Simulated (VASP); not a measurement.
Write the native input for VASP 6.6.1 that does the following.

| Property | Result |
| --- | --- |
| Task | relaxation of cell and atoms |
| Functional | PBEsol |
| Potentials or basis | VASP PAW PBE potentials, release 64 (Al, Cu) |
| Cutoff | 600 eV |
| k mesh | 10 × 10 × 14 |
| Occupations | fermi-dirac, width 0.15 eV |
| Spin | no spin polarisation |
| Dipole correction | no |
| Further INCAR settings | ALGO = Fast; EDIFF = 1e-06; IBRION = 2; EDIFFG = -0.001; NSW = 80; ISIF = 3 |

The structure of Al2Cu lies in POSCAR:

```
Al2Cu
1.0
    4.0848572963      0.0000000000      0.0000000000
    0.0000000000      4.0848572963      0.0000000000
    0.0000000000      0.0000000000      2.8464075254
Al Cu
2 1
Direct
    0.5000000000      0.0000000000      0.5000000000
    0.0000000000      0.5000000000      0.5000000000
    0.0000000000      0.0000000000      0.0000000000
```

These files were run (other wordings do the same):

INCAR

```
SYSTEM = Al2Cu
ALGO     = Fast           ! electronic algorithm
EDIFF    = 1E-6           ! SCF threshold, eV
EDIFFG   = -0.001         ! ionic threshold
ENCUT    = 600            ! plane-wave cutoff, eV
GGA      = PS             ! functional
IBRION   = 2              ! ionic algorithm
ISIF     = 3              ! what is computed and relaxed
ISMEAR   = -1             ! smearing method
LASPH    = .TRUE.         ! aspherical terms in the spheres
LCHARG   = .FALSE.        ! write CHGCAR
LREAL    = .FALSE.        ! projectors in reciprocal space
LWAVE    = .FALSE.        ! write WAVECAR
NELM     = 80             ! most SCF steps
NSW      = 80             ! ionic steps
PREC     = Accurate       ! precision mode
SIGMA    = 0.15           ! smearing width, eV
```

KPOINTS

```
k-points
0
G
  10 10 14
  0 0 0
```

Potentials or basis: VASP PAW PBE potentials, release 64 (Al, Cu).

Run with:

```sh
$ cat potpaw_PBE.64/Al/POTCAR potpaw_PBE.64/Cu/POTCAR > POTCAR
$ mpirun -np 1 vasp_std > vasp.out
```

It gave:

| Property | Result |
| --- | --- |
| Relaxed volume | 15.90 Å³/atom |
| Relaxed cell | a = 4.093 Å, b = 4.093 Å, c = 2.847 Å, α = 90.00°, β = 90.00°, γ = 90.00° |
| Space group after relaxing (to 0.1 Å) | P4/mmm (No. 123) |
| Energy gained by relaxing | 0.1 meV/atom |
| Ionic steps | 49 |
| Pressure after relaxing | 0.0 GPa |
| Band gap on the k mesh | zero (an odd number of electrons rules out a gap without spin polarisation) |

Caveat: the PAW data sets were made with another functional, which shifts forces and pressure a little.

Wall time 13 min on 1 thread of Intel(R) Xeon(R) Platinum 8488C (Sapphire Rapids), with other jobs on the host, peak memory 0.29 GiB.
